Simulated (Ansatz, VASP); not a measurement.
# PtSe2: VASP beside Ansatz

```xyz
6
Lattice="3.7070 0.0000 0.0000 -1.8535 3.2104 0.0000 0.0000 0.0000 22.7982" Properties=species:S:1:pos:R:3 pbc="T T T"
Se    1.8535    1.0701    4.5000
Se    0.0000    2.1403    7.1491
Se   -0.9268    3.7455   10.4591
Se   -2.7803    4.8156   13.1082
Pt    0.0000    0.0000    5.8245
Pt   -2.7803    2.6753   11.7836
```

Alike in both runs: task single point; functional PBE; dispersion D3(BJ); k mesh 9 × 9 × 1; occupations gaussian, width 0.05 eV; no spin polarisation.

|  | VASP | Ansatz |
| --- | --- | --- |
| version | VASP 6.6.1 | Ansatz 0.2.0 |
| potentials or method | VASP PAW PBE potentials, release 64 (Se, Pt), cutoff 520 eV | scalar-relativistic, plane waves, PAW |
| valence electrons in the cell | 44 | 100 |

|  | VASP | Ansatz | Ansatz less VASP |
| --- | --- | --- | --- |
| gap on the k mesh at the Fermi level (eV) | 0.87 | 0.88 | +0.009 |
| least direct gap on the mesh (eV) | 1.05 | 1.06 | +0.009 |
| rms of the force components (eV/Å) | 0.035 | 0.035 | +0.0001 |

VASP's potentials hold 44 valence electrons a cell and Ansatz's 100, so a difference there can come from the potentials and not from the codes.

Spin-orbit coupling is off throughout.
